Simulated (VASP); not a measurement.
HCClF4, 21 atoms in the cell. The cell holds an amorphous packing of atoms, 21 atoms: a = 5.846 Å, b = 5.805 Å, c = 5.699 Å, α = 90.00°, β = 90.00°, γ = 90.00°. 

| Item | Value |
| --- | --- |
| Program | VASP 6.6.1 |
| Task | single point |
| Functional | PBE |
| Dispersion | D3(BJ) |
| Potentials or basis | VASP PAW PBE potentials, release 64 (C, F, Cl, H) |
| Cutoff | 520 eV |
| k mesh | 1 × 1 × 1 |
| Occupations | fermi-dirac, width 0.02 eV |
| Spin | no spin polarisation |
| Dipole correction | no |
| Further INCAR settings | LREAL = Auto; ALGO = Normal; EDIFF = 1e-06; NBANDS = 76 |

Potentials or basis: VASP PAW PBE potentials, release 64 (C, F, Cl, H).

The run is started by

```bash
$ cat potpaw_PBE.64/C/POTCAR potpaw_PBE.64/F/POTCAR potpaw_PBE.64/Cl/POTCAR potpaw_PBE.64/H/POTCAR > POTCAR
$ mpirun -np 1 vasp_gam > vasp.out
```

Hardware: 1 thread of Intel(R) Xeon(R) Platinum 8488C (Sapphire Rapids), with other jobs on the host.

Question: How long does it take, and how much memory?

Answer: It took 49 s on 1 thread of Intel(R) Xeon(R) Platinum 8488C (Sapphire Rapids), with other jobs on the host, peak memory 0.29 GiB. Counts: scf iterations 15, k points 1.
